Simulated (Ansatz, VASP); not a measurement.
# MgO2: VASP beside Ansatz

INCAR

```
PREC = Accurate ; ENCUT = 840
EDIFF = 1E-6 ; ISMEAR = 0
SIGMA = 0.05 ; LREAL = False
LASPH = True ; NELM = 120
ALGO = Normal ; ISIF = 2
LWAVE = False ; LCHARG = False
GGA = PS ; NBANDS = 18
GGA_COMPAT = False
```

KPOINTS

```
Automatic mesh
0
Gamma
  12 12 12
```

The input POSCAR:

```
MgO2
1.0
    1.7331418973      1.0006299410      3.7734971849
   -1.7331418973      1.0006299410      3.7734971849
    0.0000000000     -2.0012598819      3.7734971849
Mg O
1 2
Direct
    0.0000000000      0.0000000000      0.0000000000
    0.4287860000      0.4287860000      0.4287860000
    0.5712140000      0.5712140000      0.5712140000
```

Input for Ansatz:

```yaml
crystal:
  lattice:
    - [1.7331418973, 1.000629941, 3.7734971849]
    - [-1.7331418973, 1.000629941, 3.7734971849]
    - [0.0, -2.0012598819, 3.7734971849]
  atoms:
    - { symbol: Mg, position: [0.0, 0.0, 0.0] }
    - { symbol: O, position: [0.428786, 0.428786, 0.428786] }
    - { symbol: O, position: [0.571214, 0.571214, 0.571214] }
basis:
  ecutwfc: 420
kpoints:
  mp_grid: { grid: [12, 12, 12] }
hamiltonian:
  xc: pbesol
scf:
  occupations: { method: gaussian, width: 0.05 }
output:
  forces: true
  stress: true
  eigenvalues: true
```

Change from the starting cell: strain +0.080 along x and y, +0.080 along z, atoms carried along.

Alike in both runs: task single point; functional PBEsol; k mesh 12 × 12 × 12; occupations gaussian, width 0.05 eV; no spin polarisation.

|  | VASP | Ansatz |
| --- | --- | --- |
| version | VASP 6.6.1 | Ansatz 0.2.0 |
| potentials or method | VASP PAW PBE potentials, release 64 (Mg_sv, O), cutoff 840 eV | scalar-relativistic, plane waves, PAW |
| valence electrons in the cell | 22 | 22 |

|  | VASP | Ansatz | Ansatz less VASP |
| --- | --- | --- | --- |
| gap on the k mesh at the Fermi level (eV) | 1.05 | 1.07 | +0.013 |
| least direct gap on the mesh (eV) | 1.05 | 1.07 | +0.013 |
| pressure (GPa) | -21.4 | -21.5 | -0.03 |
| traceless stress, the component that is largest in VASP (GPa) | -8.87 | -9.10 | -0.237 |
| rms of the force components (eV/Å) | 0.473 | 0.496 | +0.0236 |

VASP's potentials were made for PBE, not for PBEsol. Atom by atom the forces differ by 0.024 eV/Å (rms over components).
